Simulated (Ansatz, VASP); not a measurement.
# Al in VASP and in Ansatz

```
CELL_PARAMETERS angstrom
2.79863 0.00000 0.00000
-1.39931 2.42368 0.00000
0.00000 0.00000 9.79744
ATOMIC_POSITIONS crystal
Al 0.00000 0.00000 0.00000
Al 0.33333 0.66667 0.25000
Al 0.00000 0.00000 0.50000
Al 0.66667 0.33333 0.75000
```

Alike in both runs: task single point; functional PBE; dispersion D3(BJ); k mesh 18 × 18 × 6; occupations gaussian, width 0.15 eV; no spin polarisation.

```csv
,VASP,Ansatz
version,VASP 6.6.1,Ansatz 0.2.0
potentials or method,"VASP PAW PBE potentials, release 64 (Al), cutoff 520 eV","scalar-relativistic, plane waves, PAW"
valence electrons in the cell,12,12
```

Ansatz gave:

```
gap on the k mesh at the Fermi level (eV)                     : none
pressure (GPa)                                                : -3.1
traceless stress, the component that is largest in VASP (GPa) : -2.61
```

Task: Estimate VASP's values.

Result: gap on the k mesh at the Fermi level (eV): none; pressure (GPa): -3.1; traceless stress, the component that is largest in VASP (GPa): -2.60.

A gap of «none» marks a metal or a gap that the smearing closes.
